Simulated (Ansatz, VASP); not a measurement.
## Two plane-wave programs on ZrB

```
Zr B
1.0
     0.00000    2.25525    2.39475
     2.25525    0.00000    2.39475
     2.25525    2.25525    0.00000
Zr B
1 1
Direct
  0.00000 0.00000 0.00000
  0.50000 0.50000 0.50000
```

Change from the starting cell: strain -0.030 along x and y, +0.030 along z, atoms carried along.

Alike in both runs: task single point; functional PBEsol; k mesh 18 × 18 × 18; occupations gaussian, width 0.15 eV; no spin polarisation.

|  | VASP | Ansatz |
| --- | --- | --- |
| version | VASP 6.6.1 | Ansatz 0.2.0 |
| potentials or method | VASP PAW PBE potentials, release 64 (Zr_sv, B), cutoff 520 eV | scalar-relativistic, plane waves, PAW |
| valence electrons in the cell | 15 | 15 |

Ansatz gave:

```
gap on the k mesh at the Fermi level (eV)                     : none
pressure (GPa)                                                : 39.3
traceless stress, the component that is largest in VASP (GPa) : -20.56
```

Which values does VASP return?

gap on the k mesh at the Fermi level (eV): none; pressure (GPa): 39.7; traceless stress, the component that is largest in VASP (GPa): -20.61.

VASP's potentials were made for PBE, not for PBEsol. A gap of «none» marks a metal or a gap that the smearing closes. Both programs put the cell under a high pressure, so it lies far from rest at this level.
